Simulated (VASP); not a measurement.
Input of a VASP 6.6.1 run:

The input POSCAR:

```
Ca9Mg7S16
1.0
   10.8961710000      0.0000000000      0.0000000000
    0.0000000000     10.8961710000      0.0000000000
    0.0000000000      0.0000000000     10.8961710000
S Mg Ca
32 14 18
Direct
    0.2422500000      0.0080110000      0.0011330000
    0.2569500000      0.0080910000      0.4998250000
    0.2469030000      0.4917800000      0.0002840000
    0.2505750000      0.4918960000      0.5001240000
    0.7575500000      0.9928610000      0.0085030000
    0.7435530000      0.0002410000      0.4921030000
    0.7515270000      0.5077060000      0.0015130000
    0.7496120000      0.5001800000      0.4978160000
    0.0085600000      0.2505560000      0.9915800000
    0.0092720000      0.2494200000      0.5085700000
    0.9926960000      0.7487920000      0.9998270000
    0.9999000000      0.7503010000      0.4999030000
    0.4904030000      0.2577640000      0.9998880000
    0.4902320000      0.2424260000      0.5007010000
    0.5062970000      0.7420110000      0.0080200000
    0.4996100000      0.7571820000      0.4919940000
    0.9907490000      0.0006340000      0.2422910000
    0.9988100000      0.0088440000      0.7588600000
    0.9893590000      0.4991400000      0.2400010000
    0.9901460000      0.4903100000      0.7605390000
    0.5100240000      0.0017730000      0.2567780000
    0.5013730000      0.0090160000      0.7443020000
    0.5106750000      0.4980470000      0.2411400000
    0.5093720000      0.4902010000      0.7590670000
    0.2598030000      0.2500070000      0.2506650000
    0.2521390000      0.2505530000      0.7497820000
    0.2586410000      0.7498250000      0.2494970000
    0.2503240000      0.7492890000      0.7505270000
    0.7396720000      0.2514410000      0.2491660000
    0.7478130000      0.2583240000      0.7505140000
    0.7399190000      0.7484070000      0.2417550000
    0.7490050000      0.7415070000      0.7575920000
    0.9984940000      0.0021120000      0.0004720000
    0.9963160000      0.4981060000      0.9993300000
    0.5003250000      0.0032930000      0.4971160000
    0.5041090000      0.4978740000      0.0017780000
    0.2499800000      0.2519140000      0.9978620000
    0.2528210000      0.2486240000      0.5023150000
    0.7501850000      0.7469760000      0.0028200000
    0.7473550000      0.9986540000      0.2486160000
    0.7473710000      0.5009710000      0.2447750000
    0.7496900000      0.4978330000      0.7570750000
    0.0020870000      0.2509340000      0.7532210000
    0.4998470000      0.2502250000      0.2495260000
    0.4978680000      0.2508370000      0.7507400000
    0.5036850000      0.7496920000      0.2484700000
    0.0001420000      0.0019440000      0.5004180000
    0.9986430000      0.4977010000      0.5015220000
    0.5011680000      0.0015170000      0.0030170000
    0.5014040000      0.4969290000      0.4983560000
    0.2493930000      0.7482080000      0.0010800000
    0.2518510000      0.7511910000      0.4989630000
    0.7492150000      0.2534000000      0.9998980000
    0.7465040000      0.2504900000      0.4997790000
    0.7477350000      0.7498490000      0.4969070000
    0.2534700000      0.0022110000      0.2503910000
    0.2502130000      0.0043590000      0.7506190000
    0.2533630000      0.4976010000      0.2478290000
    0.2500220000      0.4957110000      0.7524830000
    0.7499230000      0.0019340000      0.7517680000
    0.9996140000      0.2499670000      0.2468570000
    0.9948100000      0.7498500000      0.2465210000
    0.9975560000      0.7482570000      0.7532170000
    0.5017720000      0.7482030000      0.7516840000
```

Contents of INCAR.step1:

```
SYSTEM = Ca9Mg7S16
  PREC = Accurate
  ENCUT = 520
  EDIFF = 1E-5
  ISMEAR = -1
  SIGMA = 0.05
  LREAL = Auto
  LASPH = .True.
  NELM = 100
  ALGO = Normal
  ISIF = 2
  LWAVE = .True.
  LCHARG = .False.
  GGA = PE
  NBANDS = 238
  LUSENCCL = .False.
```

File INCAR.step2:

```
SYSTEM = Ca9Mg7S16
  PREC = Accurate
  ENCUT = 520
  EDIFF = 1E-7
  ISMEAR = -1
  SIGMA = 0.05
  LREAL = Auto
  LASPH = .True.
  NELM = 100
  ALGO = Normal
  ISIF = 2
  LWAVE = .False.
  LCHARG = .False.
  GGA = PE
  LHFCALC = .True.
  HFSCREEN = 0.2079
  PRECFOCK = Fast
  ISTART = 1
  NBANDS = 238
  LUSENCCL = .False.
```

KPOINTS

```
regular mesh
0
Gamma
  1 1 1
  0 0 0
```

Potentials or basis: VASP PAW PBE potentials, release 64 (S, Mg, Ca_sv).

Run with:

```console
$ cat potpaw_PBE.64/S/POTCAR potpaw_PBE.64/Mg/POTCAR potpaw_PBE.64/Ca_sv/POTCAR > POTCAR
$ cp INCAR.step1 INCAR
$ mpirun -np 1 vasp_gam > vasp.out
$ cp INCAR.step2 INCAR
$ mpirun -np 1 vasp_gam > vasp.out
```

Question: Predict the pressure.

Answer: 2.1 GPa.

Question: Estimate the largest force.

Answer: 0.126 eV/Å.

Question: Estimate the band gap on the k mesh.

Answer: 3.66 eV.

Stress tensor (GPa, compression positive):
```
 1.84  0.00  0.02
 0.00  2.18 -0.02
 0.02 -0.02  2.21
```

Caveat: the k points lie up to 0.58 Å⁻¹ apart; the PAW data sets were made with another functional, which shifts forces and pressure a little. A k mesh can miss the band edges.
